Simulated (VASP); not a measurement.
Write the native input for VASP 6.6.1 that does the following.

- Task: single point
- Functional: r2SCAN
- Potentials or basis: VASP PAW PBE potentials, release 64 (Ga_d, O)
- Cutoff: 520 eV
- k mesh: 6 × 6 × 6
- Occupations: gaussian, width 0.01 eV
- Spin: no spin polarisation
- Dipole correction: no
- Further INCAR settings: ALGO = Normal; EDIFF = 1e-06; NBANDS = 55

Crystal: Ga2O3.

```
CELL_PARAMETERS angstrom
2.49226 1.43891 4.52545
-2.49226 1.43891 4.52545
0.00000 -2.87782 4.52545
ATOMIC_POSITIONS crystal
Ga 0.85504 0.85504 0.85504
Ga 0.64496 0.64496 0.64496
Ga 0.14496 0.14496 0.14496
Ga 0.35504 0.35504 0.35504
O 0.75000 0.44622 0.05378
O 0.44622 0.05378 0.75000
O 0.05378 0.75000 0.44622
O 0.25000 0.55378 0.94622
O 0.94622 0.25000 0.55378
O 0.55378 0.94622 0.25000
```

This cell differs from its parent crystal: uniaxial z strain +1.0%.

One way to write it, as run:

POSCAR

```
Ga2O3
1.0
    2.4922617722      1.4389080051      4.5254452807
   -2.4922617722      1.4389080051      4.5254452807
    0.0000000000     -2.8778160102      4.5254452807
Ga O
4 6
Direct
    0.8550378449      0.8550378449      0.8550378449
    0.6449621551      0.6449621551      0.6449621551
    0.1449621551      0.1449621551      0.1449621551
    0.3550378449      0.3550378449      0.3550378449
    0.7500000000      0.4462220864      0.0537779136
    0.4462220864      0.0537779136      0.7500000000
    0.0537779136      0.7500000000      0.4462220864
    0.2500000000      0.5537779136      0.9462220864
    0.9462220864      0.2500000000      0.5537779136
    0.5537779136      0.9462220864      0.2500000000
```

INCAR.step1

```
PREC = Accurate
ENCUT = 520
ISMEAR = 0
SIGMA = 0.01
LREAL = F
LASPH = T
NELM = 100
NBANDS = 55
GGA = PE
ALGO = Normal
EDIFF = 1E-4
LWAVE = T
LCHARG = F
```

INCAR.step2

```
PREC = Accurate
ENCUT = 520
EDIFF = 1E-6
ISMEAR = 0
SIGMA = 0.01
LREAL = F
LASPH = T
NELM = 100
ALGO = Normal
ISIF = 2
LWAVE = F
LCHARG = T
METAGGA = R2SCAN
LMIXTAU = T
LELF = T
LVHAR = T
NBANDS = 55
ISTART = 1
```

KPOINTS

```
Automatic mesh
0
Gamma
  6 6 6
```

Potentials or basis: VASP PAW PBE potentials, release 64 (Ga_d, O).

The run is started by

```sh
$ cat potpaw_PBE.64/Ga_d/POTCAR potpaw_PBE.64/O/POTCAR > POTCAR
$ cp INCAR.step1 INCAR
$ mpirun -np 1 vasp_std > vasp.out
$ cp INCAR.step2 INCAR
$ mpirun -np 1 vasp_std > vasp.out
```

Results of the run:

| Property | Result |
| --- | --- |
| Pressure | -0.3 GPa |
| Largest force | 0.038 eV/Å |
| Band gap on the k mesh | 3.44 eV (least direct gap 3.68 eV) |

Caveat: the cell differs from its parent crystal (uniaxial z strain +1.0%); the PAW data sets were made with another functional, which shifts forces and pressure a little.

Run time: 6.6 min on 1 thread of Intel(R) Xeon(R) 6975P-C (Granite Rapids) (shared host), peak memory 0.33 GiB.
